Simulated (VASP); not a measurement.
# Ag (Im-3m) in VASP: further runs

Ag is run at these levels: PBEsol, r2SCAN; tasks: single point.

Program: VASP 6.6.1. These are calculated values, not measurements. Logs are shortened: lines on timing, memory, paths and dates and some standing lists are left out, and cuts for length are marked.

### 1 The cell of the first run

The structure is cubic, space group Im-3m (No. 229). Conventional cell: a = 3.311 Å, b = 3.311 Å, c = 3.311 Å, α = 90.00°, β = 90.00°, γ = 90.00°. Ag (site symmetry m-3m) has 14 Ag at 2.87 to 3.31 Å within 3.8 Å.

### 2 Single point, PBEsol

File INCAR:

```
  PREC = Accurate
  ENCUT = 520
  EDIFF = 1E-6
  ISMEAR = -1
  SIGMA = 0.05
  LREAL = F
  LASPH = T
  NELM = 60
  ALGO = Fast
  ISIF = 2
  LWAVE = F
  LCHARG = F
  GGA = PS
  NBANDS = 12
```

File KPOINTS:

```
regular mesh
0
Gamma
  6 6 6
```

File POSCAR:

```
Ag
1.0
   -1.6556540000      1.6556540000      1.6556540000
    1.6556540000     -1.6556540000      1.6556540000
    1.6556540000      1.6556540000     -1.6556540000
Ag
1
Direct
    0.0000000000      0.0000000000      0.0000000000
```

Potentials or basis: VASP PAW PBE potentials, release 64 (Ag).

Launch:

```sh
> cat potpaw_PBE.64/Ag/POTCAR > POTCAR
> mpirun -np 1 vasp_std > vasp.out
```

OUTCAR:

```text
PREC = Accurate
   ENCUT = 520
   EDIFF = 1E-6
   ISMEAR = -1
   LREAL = F
   LASPH = T
   NELM = 60
   ISIF = 2
   GGA = PS

 ion  position               nearest neighbor table
   1  0.000  0.000  0.000-

  LATTYP: Found a body centered cubic cell.
 ALAT       =     3.3113080000

  Lattice vectors:

 A1 = (  -1.6556540000,   1.6556540000,   1.6556540000)
 A2 = (   1.6556540000,  -1.6556540000,   1.6556540000)
 A3 = (   1.6556540000,   1.6556540000,  -1.6556540000)

Analysis of symmetry for initial positions (statically):
=====================================================================
 Subroutine PRICEL returns:
 Original cell was already a primitive cell.

 Routine SETGRP: Setting up the symmetry group for a
 body centered cubic supercell.

 Subroutine GETGRP returns: Found 48 space group operations
 (whereof 48 operations were pure point group operations)
 out of a pool of 48 trial point group operations.

The static configuration has the point symmetry O_h .

Analysis of symmetry for dynamics (positions and initial velocities):
=====================================================================
 Subroutine PRICEL returns:
 Original cell was already a primitive cell.

 Routine SETGRP: Setting up the symmetry group for a
 body centered cubic supercell.

 Subroutine GETGRP returns: Found 48 space group operations
 (whereof 48 operations were pure point group operations)
 out of a pool of 48 trial point group operations.

The dynamic configuration has the point symmetry O_h .

 Subroutine INISYM returns: Found 48 space group operations
 (whereof 48 operations are pure point group operations),
 and found     1 'primitive' translations

----------------------------------------------------------------------------------------

                                     Primitive cell

  volume of cell :      18.1538

  direct lattice vectors                    reciprocal lattice vectors
    -1.655654000  1.655654000  1.655654000     0.000000000  0.301995465  0.301995465
     1.655654000 -1.655654000  1.655654000     0.301995465  0.000000000  0.301995465
     1.655654000  1.655654000 -1.655654000     0.301995465  0.301995465  0.000000000

  length of vectors
     2.867676848  2.867676848  2.867676848     0.427086083  0.427086083  0.427086083

  position of ions in fractional coordinates (direct lattice)
     0.000000000  0.000000000  0.000000000

  ion indices of the primitive-cell ions
   primitive index   ion index
                 1           1

----------------------------------------------------------------------------------------

 KPOINTS: regular mesh

Automatic generation of k-mesh.
 Grid dimensions read from file:
 generate k-points for:    6    6    6

 Generating k-lattice:

  Cartesian coordinates                     Fractional coordinates (reciprocal lattice)
     0.000000000  0.050332578  0.050332578     0.166666667  0.000000000  0.000000000
     0.050332578  0.000000000  0.050332578     0.000000000  0.166666667  0.000000000
     0.050332578  0.050332578  0.000000000     0.000000000  0.000000000  0.166666667

  Length of vectors
     0.071181014  0.071181014  0.071181014

  Shift w.r.t. Gamma in fractional coordinates (k-lattice)
     0.000000000  0.000000000  0.000000000

 Subroutine IBZKPT returns following result:
 ===========================================

 Found     16 irreducible k-points:

 Following reciprocal coordinates:
            Coordinates               Weight
  0.000000  0.000000  0.000000      1.000000
  0.166667  0.000000  0.000000     12.000000
  0.333333  0.000000  0.000000     12.000000
  0.500000  0.000000  0.000000      6.000000
  0.166667  0.166667  0.000000     24.000000
  0.333333  0.166667  0.000000     48.000000
[... 8 lines left out ...]
  0.500000  0.500000  0.333333     12.000000
  0.500000  0.500000  0.500000      1.000000
   k-points           NKPTS =     16   k-points in BZ     NKDIM =     16   number of bands    NBANDS=     12
   number of dos      NEDOS =    301   number of ions     NIONS =      1
   total plane-waves  NPLWV =  13824
   dimension x,y,z NGX =    24 NGY =   24 NGZ =   24
   dimension x,y,z NGXF=    48 NGYF=   48 NGZF=   48
   ions per type =               1
   NGX,Y,Z   is equivalent  to a cutoff of  13.91, 13.91, 13.91 a.u.
   NGXF,Y,Z  is equivalent  to a cutoff of  27.83, 27.83, 27.83 a.u.
 SYSTEM =  unknown system
   PREC   = accura    normal or accurate (medium, high low for compatibility)
   ISTART =      0    job   : 0-new  1-cont  2-samecut
   ICHARG =      2    charge: 1-file 2-atom 10-const
   ISPIN  =      1    spin polarized calculation?
   LNONCOLLINEAR =      F non collinear calculations
   LSORBIT =      F    spin-orbit coupling
   LASPH  =      T    aspherical Exc in radial PAW
   ENCUT  =  520.0 eV  38.22 Ry    6.18 a.u.   5.33  5.33  5.33*2*pi/ulx,y,z
   NELM   =     60;   NELMIN=  2; NELMDL= -5     # of ELM steps
   EDIFF  = 0.1E-05   stopping-criterion for ELM
   LREAL  =      F    real-space projection
   EDIFFG = 0.1E-04   stopping-criterion for IOM
   NSW    =      0    number of steps for IOM
   IBRION =     -1    ionic relax: 0-MD 1-quasi-New 2-CG
   NFREE  =      0    steps in history (QN), initial steepest desc. (CG)
   ISIF   =      2    stress and relaxation
   ISYM   =      2    0-nonsym 1-usesym 2-fastsym
   POTIM  = 0.5000    time-step for ionic-motion
   TEBEG  =    0.0;   TEEND  =   0.0 temperature during run
   PSTRESS=    0.0 pullay stress
   NELECT =      11.0000    total number of electrons
   NUPDOWN=      -1.0000    fix difference up-down
   EMIN   =  10.00;   EMAX   =-10.00  energy-range for DOS
   EFERMI =   0.00;   METHOD = LEGACY
   ISMEAR =    -1;   SIGMA  =   0.05  broadening in eV -4-tet -1-fermi 0-gaus
   EFERMI_NEDOS =   21; number of points for ismear=-14 and -15
   IALGO  =     68    algorithm
   IMIX   =      4    mixing-type and parameters
     AMIX     =   0.40;   BMIX     =  1.00
     AMIX_MAG =   1.60;   BMIX_MAG =  1.00
  volume/ion in A,a.u.               =      18.15       122.51
  Fermi-wavevector in a.u.,A,eV,Ry     =   1.385318  2.617871 26.111022  1.919106
  Thomas-Fermi vector in A             =   2.509739
   LORBIT       =      0    0 simple, 1 ext, 2 COOP (PROOUT), +10 PAW based schemes
   GGA     = PS    functional components
   LHFCALC =     F    Hartree Fock is set to
   AEXX    =    0.0000 exact exchange contribution
   IVDW    =     0    specifies the selected vdW correction
   LEPSILON=     F    determine dielectric tensor
   LRPA    =     F    only Hartree local field effects (RPA)
 non-spin polarized calculation
 RMM-DIIS sequential band-by-band and
  energy-cutoff  :      520.00
  volume of cell :       18.15
 maximum number of plane-waves:       500
 NGX is ok and might be reduce to    24
   NGX = 11   NGY = 11   NGZ = 11

 number of electron      11.0000001 magnetization

 Free energy of the ion-electron system (eV)
  ---------------------------------------------------
  ext. energy  EPLUGINS =         0.00000000
  ---------------------------------------------------
  free energy    TOTEN  =        -3.15175592 eV

  energy without entropy =       -3.13688327  energy(sigma->0) =       -3.14431959

 E-fermi :   7.5312     XC(G=0): -12.0457

 val. band max:        7.4164054238   @ k =   0.5000   0.0000   0.0000
 cond. band min:       7.5680062826   @ k =   0.3333   0.1667   0.0000
 fundamental gap:      0.1516008588
 Fermi energy:         7.5312489003

 k-point     1 :       0.0000    0.0000    0.0000
  band No.  band energies     occupation
      1       0.0185      2.00000
      2       2.7118      2.00000
      3       2.7118      2.00000
      4       2.7118      2.00000
      5       3.9276      2.00000
      6       3.9276      2.00000
      7      25.1032      0.00000
      8      25.1032      0.00000
      9      25.1032      0.00000
     10      30.4501      0.00000
     11      30.4503      0.00000
     12      30.4529      0.00000

 k-point     2 :       0.1667    0.0000    0.0000
  band No.  band energies     occupation
      1       0.8233      2.00000
      2       2.5256      2.00000
      3       2.7735      2.00000
      4       3.1699      2.00000
      5       3.7755      2.00000
      6       3.9436      2.00000
      7      22.1147      0.00000
      8      24.1427      0.00000
      9      25.5504      0.00000
     10      26.9671      0.00000
     11      27.4434      0.00000
     12      28.3309      0.00000

 k-point     3 :       0.3333    0.0000    0.0000
  band No.  band energies     occupation
      1       1.5264      2.00000
      2       2.1729      2.00000
      3       3.7814      2.00000
      4       3.9964      2.00000
      5       4.2175      2.00000
      6       4.4201      2.00000
      7      15.6568      0.00000
      8      21.5325      0.00000
      9      22.9510      0.00000
     10      26.2965      0.00000
     11      27.3318      0.00000
     12      31.2698      0.00000
[... 166 lines left out ...]
 k-point    15 :       0.5000    0.5000    0.3333
  band No.  band energies     occupation
      1       1.7198      2.00000
      2       1.8394      2.00000
      3       3.7919      2.00000
      4       4.0404      2.00000
      5       4.6673      2.00000
      6      12.1496      0.00000
      7      12.4916      0.00000
      8      15.5792      0.00000
      9      20.1137      0.00000
     10      22.6893      0.00000
     11      23.4891      0.00000
     12      33.0160      0.00000

 k-point    16 :       0.5000    0.5000    0.5000
  band No.  band energies     occupation
      1       1.4250      2.00000
      2       1.4250      2.00000
      3       4.6131      2.00000
      4       4.6131      2.00000
      5       4.6131      2.00000
      6      14.0601      0.00000
      7      14.0601      0.00000
      8      14.0601      0.00000
      9      19.3119      0.00000
     10      20.3584      0.00000
     11      20.3584      0.00000
     12      33.8145      0.00000

------------------------ aborting loop because EDIFF is reached ----------------------------------------

  FORCE on cell =-STRESS in cart. coord.  units (eV):
  Direction    XX          YY          ZZ          XY          YZ          ZX
  --------------------------------------------------------------------------------------
  -------------------------------------------------------------------------------------
  Total       -0.8210533     -0.8210533     -0.8210533      0.0000000      0.0000000      0.0000000
  in kB      -72.4624803    -72.4624803    -72.4624803      0.0000000      0.0000000      0.0000000
  external PRESSURE =     -72.4624803 kB  Pullay stress =       0.0000000 kB

 VOLUME and BASIS-vectors are now :
 -----------------------------------------------------------------------------
  energy-cutoff  :      520.00
  volume of cell :       18.15
      direct lattice vectors                 reciprocal lattice vectors
    -1.655654000  1.655654000  1.655654000     0.000000000  0.301995465  0.301995465
     1.655654000 -1.655654000  1.655654000     0.301995465  0.000000000  0.301995465
     1.655654000  1.655654000 -1.655654000     0.301995465  0.301995465  0.000000000

 POSITION                                       TOTAL-FORCE (eV/Angst)
 -----------------------------------------------------------------------------------
      0.00000      0.00000      0.00000         0.000000     -0.000000     -0.000000
 -----------------------------------------------------------------------------------
    total drift:                                0.000000      0.000000      0.000000

  FREE ENERGIE OF THE ION-ELECTRON SYSTEM (eV)
  ---------------------------------------------------
  free  energy   TOTEN  =        -3.1517559212 eV

  energy  without entropy=       -3.1368832657  energy(sigma->0) =       -3.14431959
```

Wall time 4.9 s (1 thread of Intel Xeon 6975P-C, shared host); peak memory 0.13 GiB.

What came out:

| Property | Result |
| --- | --- |
| Free energy | -3.1518 eV |
| Pressure | -7.2 GPa |

Caveat: the k points lie up to 0.45 Å⁻¹ apart; the PAW data sets were made with another functional, which shifts forces and pressure a little.

[end of part 1 of 2]
